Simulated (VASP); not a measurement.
# Ta2N (P-3m1) in VASP: single point with LDA

Aim: the single point of Ta2N with LDA.

All numbers are computed with VASP 6.6.1; they aren't measurements. Logs are shortened: lines on timing, memory, paths and dates and some standing lists are left out, and cuts for length are marked.

## (1) The cell of the first run

It takes space group P-3m1 (No. 164, trigonal). Conventional cell: a = 3.064 Å, b = 3.064 Å, c = 4.783 Å, α = 90.00°, β = 90.00°, γ = 120.00°. Within 2.8 Å of Ta (site symmetry 3m) lie 3 N at 2.14 Å. Within 2.8 Å of N (site symmetry -3m) lie 6 Ta at 2.14 Å.

## (2) Single point, LDA

Input file INCAR:

```
  PREC = Accurate
  ENCUT = 600
  EDIFF = 1E-6
  ISMEAR = -1
  SIGMA = 0.05
  LREAL = False
  LASPH = True
  NELM = 120
  ALGO = Normal
  ISIF = 2
  LWAVE = False
  LCHARG = False
  GGA = CA
  NBANDS = 20
  GGA_COMPAT = False
```

Input file KPOINTS:

```
Automatic mesh
0
Gamma
  13 13 8
```

Input file POSCAR:

```
Ta2N
1.0
    3.0637340465      0.0000000000      0.0000000000
   -1.5318670233      2.6532715147      0.0000000000
    0.0000000000      0.0000000000      4.7827329497
Ta N
2 1
Direct
    0.6666666667      0.3333333333      0.7470202745
    0.3333333333      0.6666666667      0.2529797255
    0.0000000000      0.0000000000      0.0000000000
```

Potentials or basis: VASP PAW LDA potentials, release 64 (Ta_pv, N).

Run with:

```
$ cat potpaw_LDA.64/Ta_pv/POTCAR potpaw_LDA.64/N/POTCAR > POTCAR
$ mpirun -np 1 vasp_std > vasp.out
```

OUTCAR:

```text
PREC = Accurate
   ENCUT = 600
   EDIFF = 1E-6
   ISMEAR = -1
   LREAL = False
   LASPH = True
   NELM = 120
   ISIF = 2
   GGA = CA

 ion  position               nearest neighbor table
   1  0.667  0.333  0.747-   3 2.14   3 2.14   3 2.14   2 2.95   2 2.95   2 2.95   2 3.00   2 3.00
                             2 3.00
   2  0.333  0.667  0.253-   3 2.14   3 2.14   3 2.14   1 2.95   1 2.95   1 2.95   1 3.00   1 3.00
                             1 3.00
   3  0.000  0.000  0.000-   1 2.14   2 2.14   1 2.14   2 2.14   1 2.14   2 2.14

  LATTYP: Found a hexagonal cell.
 ALAT       =     3.0637340465
 C/A-ratio  =     1.5610796750

  Lattice vectors:

 A1 = (   3.0637340465,   0.0000000000,   0.0000000000)
 A2 = (  -1.5318670233,   2.6532715147,   0.0000000000)
 A3 = (   0.0000000000,   0.0000000000,   4.7827329497)

Analysis of symmetry for initial positions (statically):
=====================================================================
 Subroutine PRICEL returns:
 Original cell was already a primitive cell.

 Routine SETGRP: Setting up the symmetry group for a
 hexagonal supercell.

 Subroutine GETGRP returns: Found 12 space group operations
 (whereof 12 operations were pure point group operations)
 out of a pool of 24 trial point group operations.

The static configuration has the point symmetry D_3d.

Analysis of symmetry for dynamics (positions and initial velocities):
=====================================================================
 Subroutine PRICEL returns:
 Original cell was already a primitive cell.

 Routine SETGRP: Setting up the symmetry group for a
 hexagonal supercell.

 Subroutine GETGRP returns: Found 12 space group operations
 (whereof 12 operations were pure point group operations)
 out of a pool of 24 trial point group operations.

The dynamic configuration has the point symmetry D_3d.

 Subroutine INISYM returns: Found 12 space group operations
 (whereof 12 operations are pure point group operations),
 and found     1 'primitive' translations

----------------------------------------------------------------------------------------

                                     Primitive cell

  volume of cell :      38.8784

  direct lattice vectors                    reciprocal lattice vectors
     3.063734047  0.000000000  0.000000000     0.326399088  0.188446602  0.000000000
    -1.531867023  2.653271515  0.000000000     0.000000000  0.376893203  0.000000000
     0.000000000  0.000000000  4.782732950     0.000000000  0.000000000  0.209085477

  length of vectors
     3.063734047  3.063734047  4.782732950     0.376893203  0.376893203  0.209085477

  position of ions in fractional coordinates (direct lattice)
     0.666666667  0.333333333  0.747020275
     0.333333333  0.666666667  0.252979725
     0.000000000  0.000000000  0.000000000

  ion indices of the primitive-cell ions
   primitive index   ion index
                 1           1
                 2           2
                 3           3

----------------------------------------------------------------------------------------

 KPOINTS: Automatic mesh

Automatic generation of k-mesh.
 Grid dimensions read from file:
 generate k-points for:   13   13    8

 Generating k-lattice:

  Cartesian coordinates                     Fractional coordinates (reciprocal lattice)
     0.025107622  0.014495892  0.000000000     0.076923077  0.000000000  0.000000000
     0.000000000  0.028991785  0.000000000     0.000000000  0.076923077  0.000000000
     0.000000000  0.000000000  0.026135685     0.000000000  0.000000000  0.125000000

  Length of vectors
     0.028991785  0.028991785  0.026135685

  Shift w.r.t. Gamma in fractional coordinates (k-lattice)
     0.000000000  0.000000000  0.000000000

 Subroutine IBZKPT returns following result:
 ===========================================

 Found    147 irreducible k-points:

 Following reciprocal coordinates:
            Coordinates               Weight
  0.000000  0.000000  0.000000      1.000000
  0.076923  0.000000  0.000000      6.000000
  0.153846  0.000000  0.000000      6.000000
  0.230769 -0.000000  0.000000      6.000000
  0.307692  0.000000  0.000000      6.000000
  0.384615  0.000000  0.000000      6.000000
[... 16 lines left out ...]
  0.076923  0.000000  0.125000      6.000000
  0.000000  0.076923  0.125000      6.000000
 [... further k-points ...]
   k-points           NKPTS =    147   k-points in BZ     NKDIM =    147   number of bands    NBANDS=     20
   number of dos      NEDOS =    301   number of ions     NIONS =      3
   total plane-waves  NPLWV =  23040
   dimension x,y,z NGX =    24 NGY =   24 NGZ =   40
   dimension x,y,z NGXF=    48 NGYF=   48 NGZF=   80
   ions per type =               2   1
   NGX,Y,Z   is equivalent  to a cutoff of  13.02, 13.02, 13.90 a.u.
   NGXF,Y,Z  is equivalent  to a cutoff of  26.05, 26.05, 27.81 a.u.
 SYSTEM =  unknown system
   PREC   = accura    normal or accurate (medium, high low for compatibility)
   ISTART =      0    job   : 0-new  1-cont  2-samecut
   ICHARG =      2    charge: 1-file 2-atom 10-const
   ISPIN  =      1    spin polarized calculation?
   LNONCOLLINEAR =      F non collinear calculations
   LSORBIT =      F    spin-orbit coupling
   LASPH  =      T    aspherical Exc in radial PAW
   ENCUT  =  600.0 eV  44.10 Ry    6.64 a.u.   6.12  6.12  9.55*2*pi/ulx,y,z
   NELM   =    120;   NELMIN=  2; NELMDL= -5     # of ELM steps
   EDIFF  = 0.1E-05   stopping-criterion for ELM
   LREAL  =      F    real-space projection
   EDIFFG = 0.1E-04   stopping-criterion for IOM
   NSW    =      0    number of steps for IOM
   IBRION =     -1    ionic relax: 0-MD 1-quasi-New 2-CG
   NFREE  =      0    steps in history (QN), initial steepest desc. (CG)
   ISIF   =      2    stress and relaxation
   ISYM   =      2    0-nonsym 1-usesym 2-fastsym
   POTIM  = 0.5000    time-step for ionic-motion
   TEBEG  =    0.0;   TEEND  =   0.0 temperature during run
   PSTRESS=    0.0 pullay stress
   NELECT =      27.0000    total number of electrons
   NUPDOWN=      -1.0000    fix difference up-down
   EMIN   =  10.00;   EMAX   =-10.00  energy-range for DOS
   EFERMI =   0.00;   METHOD = LEGACY
   ISMEAR =    -1;   SIGMA  =   0.05  broadening in eV -4-tet -1-fermi 0-gaus
   EFERMI_NEDOS =   21; number of points for ismear=-14 and -15
   IALGO  =     38    algorithm
   IMIX   =      4    mixing-type and parameters
     AMIX     =   0.40;   BMIX     =  1.00
     AMIX_MAG =   1.60;   BMIX_MAG =  1.00
  volume/ion in A,a.u.               =      12.96        87.45
  Fermi-wavevector in a.u.,A,eV,Ry     =   1.449750  2.739630 28.596386  2.101775
  Thomas-Fermi vector in A             =   2.567441
   LORBIT       =      0    0 simple, 1 ext, 2 COOP (PROOUT), +10 PAW based schemes
   GGA     = CA    functional components
   LHFCALC =     F    Hartree Fock is set to
   AEXX    =    0.0000 exact exchange contribution
   IVDW    =     0    specifies the selected vdW correction
   LEPSILON=     F    determine dielectric tensor
   LRPA    =     F    only Hartree local field effects (RPA)
 non-spin polarized calculation
  energy-cutoff  :      600.00
  volume of cell :       38.88
 maximum number of plane-waves:      1320
   NGX = 13   NGY = 13   NGZ = 19

 number of electron      27.0000002 magnetization

 Free energy of the ion-electron system (eV)
  ---------------------------------------------------
  ext. energy  EPLUGINS =         0.00000000
  ---------------------------------------------------
  free energy    TOTEN  =       -37.66142333 eV

  energy without entropy =      -37.65268675  energy(sigma->0) =      -37.65705504

 E-fermi :   7.7893     XC(G=0): -13.3049

 val. band max:        7.7803991411   @ k =   0.0000   0.3077   0.3750
 cond. band min:       7.7988833944   @ k =   0.3846   0.0000   0.5000
 fundamental gap:      0.0184842533
 Fermi energy:         7.7893269964

 k-point     1 :       0.0000    0.0000    0.0000
  band No.  band energies     occupation
      1     -27.7125      2.00000
      2     -26.8300      2.00000
      3     -26.8300      2.00000
      4     -26.6803      2.00000
      5     -26.6803      2.00000
      6     -26.5437      2.00000
[... 12 lines left out ...]
     19       9.0685      0.00000
     20      13.2087      0.00000

 k-point     2 :       0.0769    0.0000    0.0000
  band No.  band energies     occupation
      1     -27.6915      2.00000
      2     -26.8731      2.00000
      3     -26.8459      2.00000
      4     -26.7233      2.00000
      5     -26.6831      2.00000
      6     -26.5521      2.00000
[... 12 lines left out ...]
     19       9.5028      0.00000
     20      13.2501      0.00000

 k-point     3 :       0.1538    0.0000    0.0000
  band No.  band energies     occupation
      1     -27.6310      2.00000
      2     -26.9930      2.00000
      3     -26.8876      2.00000
      4     -26.8382      2.00000
      5     -26.6934      2.00000
      6     -26.5778      2.00000
[... 12 lines left out ...]
     19      10.7815      0.00000
     20      13.0621      0.00000

 k-point     4 :       0.2308   -0.0000    0.0000
  band No.  band energies     occupation
      1     -27.5395      2.00000
      2     -27.1616      2.00000
      3     -26.9904      2.00000
      4     -26.9423      2.00000
      5     -26.7113      2.00000
      6     -26.6219      2.00000
[... 12 lines left out ...]
     19      12.0877      0.00000
     20      12.7733      0.00000

 k-point     5 :       0.3077    0.0000    0.0000
  band No.  band energies     occupation
      1     -27.4420      2.00000
      2     -27.3258      2.00000
      3     -27.1421      2.00000
      4     -26.9970      2.00000
      5     -26.7331      2.00000
      6     -26.6833      2.00000
[... 12 lines left out ...]
     19      12.3782      0.00000
     20      13.5340      0.00000
[... 353 lines left out ...]
      6     -26.9407      2.00000
[... 12 lines left out ...]
     19      11.9887      0.00000
     20      15.2120      0.00000

 k-point    22 :       0.0000    0.0000    0.1250
  band No.  band energies     occupation
      1     -27.6724      2.00000
      2     -26.8244      2.00000
      3     -26.8244      2.00000
      4     -26.6859      2.00000
      5     -26.6859      2.00000
      6     -26.5919      2.00000
[... 12 lines left out ...]
     19       9.3836      0.00000
     20      12.5934      0.00000

 k-point    23 :       0.0769    0.0000    0.1250
  band No.  band energies     occupation
      1     -27.6534      2.00000
      2     -26.8636      2.00000
      3     -26.8423      2.00000
      4     -26.7410      2.00000
      5     -26.6868      2.00000
      6     -26.5896      2.00000
[... 12 lines left out ...]
     19       9.7024      0.00000
     20      12.6959      0.00000

 k-point    24 :       0.0000    0.0769    0.1250
  band No.  band energies     occupation
      1     -27.6539      2.00000
      2     -26.8689      2.00000
      3     -26.8373      2.00000
      4     -26.7334      2.00000
      5     -26.6920      2.00000
      6     -26.5912      2.00000
[... 12 lines left out ...]
     19       9.8854      0.00000
     20      12.6439      0.00000

 [... further k-points ...]
[... 5 lines left out ...]
  --------------------------------------------------------------------------------------
  -------------------------------------------------------------------------------------
  Total        0.3897896      0.3897896      0.3632898     -0.0000000      0.0000000      0.0000000
  in kB       16.0631934     16.0631934     14.9711423     -0.0000000      0.0000000      0.0000000
  external PRESSURE =      15.6991764 kB  Pullay stress =       0.0000000 kB

 VOLUME and BASIS-vectors are now :
 -----------------------------------------------------------------------------
  energy-cutoff  :      600.00
  volume of cell :       38.88
      direct lattice vectors                 reciprocal lattice vectors
     3.063734047  0.000000000  0.000000000     0.326399088  0.188446602  0.000000000
    -1.531867023  2.653271515  0.000000000     0.000000000  0.376893203  0.000000000
     0.000000000  0.000000000  4.782732950     0.000000000  0.000000000  0.209085477

 POSITION                                       TOTAL-FORCE (eV/Angst)
 -----------------------------------------------------------------------------------
      1.53187      0.88442      3.57280         0.000000     -0.000000     -0.054539
     -0.00000      1.76885      1.20993        -0.000000      0.000000      0.054539
      0.00000      0.00000      0.00000         0.000000      0.000000      0.000000
 -----------------------------------------------------------------------------------
    total drift:                               -0.000000      0.000000     -0.000000

  FREE ENERGIE OF THE ION-ELECTRON SYSTEM (eV)
  ---------------------------------------------------
  free  energy   TOTEN  =       -37.6614233323 eV

  energy  without entropy=      -37.6526867518  energy(sigma->0) =      -37.65705504
```

Run time: 68 s. Hardware: 1 thread of Intel Xeon Platinum 8488C (Sapphire Rapids), shared host; peak memory 0.24 GiB.

What came out:

| Property | Result |
| --- | --- |
| Free energy | -37.6614 eV |
| Pressure | 1.6 GPa |
| Largest force | 0.055 eV/Å |

Forces on the atoms (eV/Å):
```
Ta   0.000  0.000 -0.055
Ta   0.000  0.000  0.055
N    0.000  0.000  0.000
```

Levels at points of the mesh, in eV from the Fermi level:
| k point | band 11 | band 12 | band 13 | band 14 | band 15 | band 16 | band 17 | band 18 |
| --- | --- | --- | --- | --- | --- | --- | --- | --- |
| (0.00, 0.00, 0.00) | -4.72 | -0.69 | -0.28 | -0.28 | 0.25 | 0.25 | 0.39 | 1.28 |
| (0.00, 0.00, 0.50) | -2.85 | -2.58 | -1.23 | -1.23 | 1.92 | 2.29 | 2.38 | 2.38 |

Caveat: spin-orbit coupling is left out, which moves the levels of the heavy elements.
